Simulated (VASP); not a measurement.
A run of VASP 6.6.1 is set up as follows.

File POSCAR:

```
BP
1.0
    0.0000000000      2.2677136497      2.2677136497
    2.2677136497      0.0000000000      2.2677136497
    2.2677136497      2.2677136497      0.0000000000
B P
1 1
Direct
    0.0000000000      0.0000000000      0.0000000000
    0.7500000000      0.7500000000      0.7500000000
```

The input INCAR.step1:

```
SYSTEM = BP
ALGO = Normal
EDIFF = 1E-4
ENCUT = 520
GGA = PE
ISMEAR = 0
LASPH = .True.
LCHARG = .False.
LREAL = .False.
LWAVE = .True.
NBANDS = 11
NELM = 80
PREC = Accurate
SIGMA = 0.05
```

The input INCAR.step2:

```
SYSTEM = BP
ALGO = Normal
EDIFF = 1E-6
ENCUT = 520
ISIF = 2
ISMEAR = 0
ISTART = 1
LASPH = .True.
LCHARG = .True.
LELF = .True.
LMIXTAU = .True.
LREAL = .False.
LVHAR = .True.
LWAVE = .False.
METAGGA = R2SCAN
NBANDS = 11
NELM = 80
PREC = Accurate
SIGMA = 0.05
```

Contents of KPOINTS:

```
k-points
0
Gamma
  8 8 8
  0 0 0
```

Potentials or basis: VASP PAW PBE potentials, release 64 (B, P).

Launch:

```sh
$ cat potpaw_PBE.64/B/POTCAR potpaw_PBE.64/P/POTCAR > POTCAR
$ cp INCAR.step1 INCAR
$ mpirun -np 1 vasp_std > vasp.out
$ cp INCAR.step2 INCAR
$ mpirun -np 1 vasp_std > vasp.out
```

(1) Predict the band gap on the k mesh.

(2) What does it give for the pressure?

Answers

(1) 1.47 eV, indirect (least direct gap 3.64 eV).

(2) -0.4 GPa.

Caveat: the PAW data sets were made with another functional, which shifts forces and pressure a little.
